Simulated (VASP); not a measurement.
# In2O (antifluorite type) (Fm-3m) in VASP: notebook

The runs below take In2O (antifluorite type) through single point, with PBE.

Program: VASP 6.6.1. These are calculated values, not measurements. Logs are shortened: lines on timing, memory, paths and dates and some standing lists are left out, and cuts for length are marked.

### Step 1. The cell of the first run

Symmetry: Fm-3m, No. 225, cubic system. The conventional cell has a = 6.412 Å, b = 6.412 Å, c = 6.412 Å, α = 90.00°, β = 90.00°, γ = 90.00°. Within 3.7 Å of In (site symmetry -43m) lie 4 O at 2.78 Å and 6 In at 3.21 Å. O (site symmetry m-3m) has 8 In at 2.78 Å within 3.7 Å.

### Step 2. Single point, PBE

Input file INCAR:

```
SYSTEM = In2O
PREC = Accurate ; ENCUT = 520
EDIFF = 1E-7 ; ISMEAR = -1
SIGMA = 0.06122561905347299 ; LREAL = .False.
LASPH = .True. ; NELM = 80
ALGO = Normal ; ISIF = 2
LWAVE = .False. ; LCHARG = .False.
GGA = PE ; NBANDS = 23
```

Input file KPOINTS:

```
regular mesh
0
Gamma
  15 15 15
  0 0 0
```

Input file POSCAR:

```
In2O
1.0
    0.0000000000      3.2058644963      3.2058644963
    3.2058644963      0.0000000000      3.2058644963
    3.2058644963      3.2058644963      0.0000000000
In O
2 1
Direct
    0.2500000000      0.2500000000      0.2500000000
    0.7500000000      0.7500000000      0.7500000000
    0.0000000000      0.0000000000      0.0000000000
```

Potentials or basis: VASP PAW PBE potentials, release 64 (In_d, O).

Command:

```bash
> cat potpaw_PBE.64/In_d/POTCAR potpaw_PBE.64/O/POTCAR > POTCAR
> mpirun -np 1 vasp_std > vasp.out
```

OUTCAR:

```text
SYSTEM = In2O
   PREC = Accurate
   ENCUT = 520
   EDIFF = 1E-7
   ISMEAR = -1
   LREAL = .False.
   LASPH = .True.
   NELM = 80
   ISIF = 2
   GGA = PE

 ion  position               nearest neighbor table
   1  0.250  0.250  0.250-   3 2.78   3 2.78   3 2.78   3 2.78   2 3.21   2 3.21   2 3.21   2 3.21
                             2 3.21   2 3.21
   2  0.750  0.750  0.750-   3 2.78   3 2.78   3 2.78   3 2.78   1 3.21   1 3.21   1 3.21   1 3.21
                             1 3.21   1 3.21
   3  0.000  0.000  0.000-   2 2.78   2 2.78   2 2.78   1 2.78   1 2.78   1 2.78   2 2.78   1 2.78

  LATTYP: Found a face centered cubic cell.
 ALAT       =     6.4117289926

  Lattice vectors:

 A1 = (   0.0000000000,   3.2058644963,   3.2058644963)
 A2 = (   3.2058644963,   0.0000000000,   3.2058644963)
 A3 = (   3.2058644963,   3.2058644963,   0.0000000000)

Analysis of symmetry for initial positions (statically):
=====================================================================
 Subroutine PRICEL returns:
 Original cell was already a primitive cell.

 Routine SETGRP: Setting up the symmetry group for a
 face centered cubic supercell.

 Subroutine GETGRP returns: Found 48 space group operations
 (whereof 48 operations were pure point group operations)
 out of a pool of 48 trial point group operations.

The static configuration has the point symmetry O_h .

Analysis of symmetry for dynamics (positions and initial velocities):
=====================================================================
 Subroutine PRICEL returns:
 Original cell was already a primitive cell.

 Routine SETGRP: Setting up the symmetry group for a
 face centered cubic supercell.

 Subroutine GETGRP returns: Found 48 space group operations
 (whereof 48 operations were pure point group operations)
 out of a pool of 48 trial point group operations.

The dynamic configuration has the point symmetry O_h .

 Subroutine INISYM returns: Found 48 space group operations
 (whereof 48 operations are pure point group operations),
 and found     1 'primitive' translations

----------------------------------------------------------------------------------------

                                     Primitive cell

  volume of cell :      65.8970

  direct lattice vectors                    reciprocal lattice vectors
     0.000000000  3.205864496  3.205864496    -0.155964171  0.155964171  0.155964171
     3.205864496  0.000000000  3.205864496     0.155964171 -0.155964171  0.155964171
     3.205864496  3.205864496  0.000000000     0.155964171  0.155964171 -0.155964171

  length of vectors
     4.533777050  4.533777050  4.533777050     0.270137869  0.270137869  0.270137869

  position of ions in fractional coordinates (direct lattice)
     0.250000000  0.250000000  0.250000000
     0.750000000  0.750000000  0.750000000
     0.000000000  0.000000000  0.000000000

  ion indices of the primitive-cell ions
   primitive index   ion index
                 1           1
                 2           2
                 3           3

----------------------------------------------------------------------------------------

 KPOINTS: regular mesh

Automatic generation of k-mesh.
 Grid dimensions read from file:
 generate k-points for:   15   15   15

 Generating k-lattice:

  Cartesian coordinates                     Fractional coordinates (reciprocal lattice)
    -0.010397611  0.010397611  0.010397611     0.066666667  0.000000000  0.000000000
     0.010397611 -0.010397611  0.010397611     0.000000000  0.066666667  0.000000000
     0.010397611  0.010397611 -0.010397611     0.000000000  0.000000000  0.066666667

  Length of vectors
     0.018009191  0.018009191  0.018009191

  Shift w.r.t. Gamma in fractional coordinates (k-lattice)
     0.000000000  0.000000000  0.000000000

 Subroutine IBZKPT returns following result:
 ===========================================

 Found    120 irreducible k-points:

 Following reciprocal coordinates:
            Coordinates               Weight
  0.000000  0.000000  0.000000      1.000000
  0.066667  0.000000  0.000000      8.000000
  0.133333  0.000000  0.000000      8.000000
  0.200000  0.000000  0.000000      8.000000
  0.266667  0.000000  0.000000      8.000000
  0.333333  0.000000  0.000000      8.000000
[... 16 lines left out ...]
  0.133333  0.133333  0.000000      6.000000
  0.200000  0.133333  0.000000     24.000000
 [... further k-points ...]
   k-points           NKPTS =    120   k-points in BZ     NKDIM =    120   number of bands    NBANDS=     23
   number of dos      NEDOS =    301   number of ions     NIONS =      3
   total plane-waves  NPLWV =  46656
   dimension x,y,z NGX =    36 NGY =   36 NGZ =   36
   dimension x,y,z NGXF=    72 NGYF=   72 NGZF=   72
   ions per type =               2   1
   NGX,Y,Z   is equivalent  to a cutoff of  13.20, 13.20, 13.20 a.u.
   NGXF,Y,Z  is equivalent  to a cutoff of  26.40, 26.40, 26.40 a.u.
 SYSTEM =  In2O
   PREC   = accura    normal or accurate (medium, high low for compatibility)
   ISTART =      0    job   : 0-new  1-cont  2-samecut
   ICHARG =      2    charge: 1-file 2-atom 10-const
   ISPIN  =      1    spin polarized calculation?
   LNONCOLLINEAR =      F non collinear calculations
   LSORBIT =      F    spin-orbit coupling
   LASPH  =      T    aspherical Exc in radial PAW
   ENCUT  =  520.0 eV  38.22 Ry    6.18 a.u.   8.43  8.43  8.43*2*pi/ulx,y,z
   NELM   =     80;   NELMIN=  2; NELMDL= -5     # of ELM steps
   EDIFF  = 0.1E-06   stopping-criterion for ELM
   LREAL  =      F    real-space projection
   EDIFFG = 0.1E-05   stopping-criterion for IOM
   NSW    =      0    number of steps for IOM
   IBRION =     -1    ionic relax: 0-MD 1-quasi-New 2-CG
   NFREE  =      0    steps in history (QN), initial steepest desc. (CG)
   ISIF   =      2    stress and relaxation
   ISYM   =      2    0-nonsym 1-usesym 2-fastsym
   POTIM  = 0.5000    time-step for ionic-motion
   TEBEG  =    0.0;   TEEND  =   0.0 temperature during run
   PSTRESS=    0.0 pullay stress
   NELECT =      32.0000    total number of electrons
   NUPDOWN=      -1.0000    fix difference up-down
   EMIN   =  10.00;   EMAX   =-10.00  energy-range for DOS
   EFERMI =   0.00;   METHOD = LEGACY
   ISMEAR =    -1;   SIGMA  =   0.06  broadening in eV -4-tet -1-fermi 0-gaus
   EFERMI_NEDOS =   21; number of points for ismear=-14 and -15
   IALGO  =     38    algorithm
   IMIX   =      4    mixing-type and parameters
     AMIX     =   0.40;   BMIX     =  1.00
     AMIX_MAG =   1.60;   BMIX_MAG =  1.00
  volume/ion in A,a.u.               =      21.97       148.23
  Fermi-wavevector in a.u.,A,eV,Ry     =   1.286776  2.431654 22.528429  1.655793
  Thomas-Fermi vector in A             =   2.418830
   LORBIT       =      0    0 simple, 1 ext, 2 COOP (PROOUT), +10 PAW based schemes
   GGA     = PE    functional components
   LHFCALC =     F    Hartree Fock is set to
   AEXX    =    0.0000 exact exchange contribution
   IVDW    =     0    specifies the selected vdW correction
   LEPSILON=     F    determine dielectric tensor
   LRPA    =     F    only Hartree local field effects (RPA)
 non-spin polarized calculation
  energy-cutoff  :      520.00
  volume of cell :       65.90
 maximum number of plane-waves:      1808
 NGX is ok and might be reduce to    36
   NGX = 17   NGY = 17   NGZ = 17

 number of electron      32.0000005 magnetization

 Free energy of the ion-electron system (eV)
  ---------------------------------------------------
  ext. energy  EPLUGINS =         0.00000000
  ---------------------------------------------------
  free energy    TOTEN  =       -10.60995400 eV

  energy without entropy =      -10.59551742  energy(sigma->0) =      -10.60273571

 E-fermi :   5.7374     XC(G=0):  -9.8230

 val. band max:        5.7043194652   @ k =   0.4667   0.0000   0.0000
 cond. band min:       5.7399729050   @ k =  -0.4000   0.4667   0.1333
 fundamental gap:      0.0356534398
 Fermi energy:         5.7373882227

 k-point     1 :       0.0000    0.0000    0.0000
  band No.  band energies     occupation
      1     -11.1961      2.00000
      2      -8.8583      2.00000
      3      -8.8583      2.00000
      4      -8.6789      2.00000
      5      -8.6789      2.00000
      6      -8.6789      2.00000
[... 15 lines left out ...]
     22      12.4323      0.00000
     23      14.6652      0.00000

 k-point     2 :       0.0667    0.0000    0.0000
  band No.  band energies     occupation
      1     -11.1944      2.00000
      2      -8.8519      2.00000
      3      -8.8519      2.00000
      4      -8.6748      2.00000
      5      -8.6748      2.00000
      6      -8.6698      2.00000
[... 15 lines left out ...]
     22      12.2722      0.00000
     23      14.9979      0.00000

 k-point     3 :       0.1333    0.0000    0.0000
  band No.  band energies     occupation
      1     -11.1899      2.00000
      2      -8.8331      2.00000
      3      -8.8331      2.00000
      4      -8.6627      2.00000
      5      -8.6627      2.00000
      6      -8.6439      2.00000
[... 15 lines left out ...]
     22      11.9891      0.00000
     23      15.5935      0.00000

 k-point     4 :       0.2000    0.0000    0.0000
  band No.  band energies     occupation
      1     -11.1834      2.00000
      2      -8.8023      2.00000
      3      -8.8023      2.00000
      4      -8.6435      2.00000
      5      -8.6435      2.00000
      6      -8.6060      2.00000
[... 15 lines left out ...]
     22      11.9688      0.00000
     23      15.6681      0.00000

 k-point     5 :       0.2667    0.0000    0.0000
  band No.  band energies     occupation
      1     -11.1763      2.00000
      2      -8.7607      2.00000
      3      -8.7607      2.00000
      4      -8.6184      2.00000
      5      -8.6184      2.00000
      6      -8.5644      2.00000
[... 434 lines left out ...]
 k-point    22 :      -0.0667    0.0667    0.0000
  band No.  band energies     occupation
      1     -11.1918      2.00000
      2      -8.8487      2.00000
      3      -8.8343      2.00000
      4      -8.6710      2.00000
      5      -8.6621      2.00000
      6      -8.6580      2.00000
[... 15 lines left out ...]
     22      12.7288      0.00000
     23      14.9494      0.00000

 k-point    23 :       0.1333    0.1333    0.0000
  band No.  band energies     occupation
      1     -11.1880      2.00000
      2      -8.8533      2.00000
      3      -8.7994      2.00000
      4      -8.6548      2.00000
      5      -8.6464      2.00000
      6      -8.6464      2.00000
[... 15 lines left out ...]
     22      12.9705      0.00000
     23      14.4959      0.00000

 k-point    24 :       0.2000    0.1333    0.0000
  band No.  band energies     occupation
      1     -11.1834      2.00000
      2      -8.8448      2.00000
      3      -8.7667      2.00000
      4      -8.6442      2.00000
      5      -8.6278      2.00000
      6      -8.6196      2.00000
[... 15 lines left out ...]
     22      13.0150      0.00000
     23      14.4853      0.00000

 [... further k-points ...]
[... 5 lines left out ...]
  --------------------------------------------------------------------------------------
  -------------------------------------------------------------------------------------
  Total        0.0078836      0.0078836      0.0078836      0.0000000      0.0000000     -0.0000000
  in kB        0.1916776      0.1916776      0.1916776      0.0000000      0.0000000     -0.0000000
  external PRESSURE =       0.1916776 kB  Pullay stress =       0.0000000 kB

 VOLUME and BASIS-vectors are now :
 -----------------------------------------------------------------------------
  energy-cutoff  :      520.00
  volume of cell :       65.90
      direct lattice vectors                 reciprocal lattice vectors
     0.000000000  3.205864496  3.205864496    -0.155964171  0.155964171  0.155964171
     3.205864496  0.000000000  3.205864496     0.155964171 -0.155964171  0.155964171
     3.205864496  3.205864496  0.000000000     0.155964171  0.155964171 -0.155964171

 POSITION                                       TOTAL-FORCE (eV/Angst)
 -----------------------------------------------------------------------------------
      1.60293      1.60293      1.60293         0.000000      0.000000      0.000000
      4.80880      4.80880      4.80880        -0.000000     -0.000000     -0.000000
      0.00000      0.00000      0.00000         0.000000      0.000000      0.000000
 -----------------------------------------------------------------------------------
    total drift:                                0.000000      0.000000      0.000000

  FREE ENERGIE OF THE ION-ELECTRON SYSTEM (eV)
  ---------------------------------------------------
  free  energy   TOTEN  =       -10.6099539998 eV

  energy  without entropy=      -10.5955174238  energy(sigma->0) =      -10.60273571
```

Run time: 94 s. Hardware: 1 thread of Intel Xeon 6975P-C (Granite Rapids), shared host; peak memory 0.31 GiB.

Results:

```yaml
Free_energy: -10.6100 eV
Pressure: 0.0 GPa
Band_gap_on_the_k_mesh: zero (band 16 reaches 7.29 eV, above the bottom of band 17 at 5.59 eV)
```

Caveat: spin-orbit coupling is left out, which moves the levels of the heavy elements.

[end of part 1 of 2]
